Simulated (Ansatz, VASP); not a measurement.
**One calculation of InP, two programs**

The input INCAR:

```
PREC = Accurate
ENCUT = 520
EDIFF = 1E-7
ISMEAR = -1
SIGMA = 0.05
LREAL = F
LASPH = T
NELM = 80
ALGO = Normal
ISIF = 2
LWAVE = F
LCHARG = F
GGA = CA
NBANDS = 16
```

KPOINTS

```
regular mesh
0
Gamma
  8 8 8
```

POSCAR

```
InP
1.0
    0.0000000000      2.8706770916      2.8706770916
    2.8706770916      0.0000000000      2.8706770916
    2.8706770916      2.8706770916      0.0000000000
In P
1 1
Direct
    0.0000000000      0.0000000000      0.0000000000
    0.7500000000      0.7500000000      0.7500000000
```

input.yaml

```yaml
crystal:
  lattice:
    - [0.0, 2.8706770916, 2.8706770916]
    - [2.8706770916, 0.0, 2.8706770916]
    - [2.8706770916, 2.8706770916, 0.0]
  atoms:
    - { symbol: In, position: [0.0, 0.0, 0.0] }
    - { symbol: P, position: [0.75, 0.75, 0.75] }
kpoints:
  mp_grid: { grid: [8, 8, 8] }
scf:
  occupations: { method: fermi_dirac, width: 0.05 }
hamiltonian:
  xc: lda
  pseudopotentials: { kind: all_electron, lapw: { basis_error: 0.001 } }
output:
  forces: true
  stress: true
  eigenvalues: true
```

Change from the starting cell: volume scaled by 0.94.

Alike in both runs: task single point; functional LDA; k mesh 8 × 8 × 8; occupations fermi-dirac, width 0.05 eV; no spin polarisation.

|  | VASP | Ansatz |
| --- | --- | --- |
| version | VASP 6.6.1 | Ansatz 0.2.0 |
| potentials or method | VASP PAW LDA potentials, release 64 (In_d, P), cutoff 520 eV | all-electron LAPW, scalar-relativistic |

Ansatz gave:

```
gap on the k mesh at the Fermi level (eV) : 0.81
least direct gap on the mesh (eV)         : 0.81
pressure (GPa)                            : 3.5
```

**Question.** Which values does VASP return?

**Answer.** gap on the k mesh at the Fermi level (eV): 0.84; least direct gap on the mesh (eV): 0.84; pressure (GPa): 3.5.

LDA's correlation is that of Perdew and Zunger in VASP and of Perdew and Wang (1992) in Ansatz. Ansatz ran all-electron here, and VASP with PAW potentials.
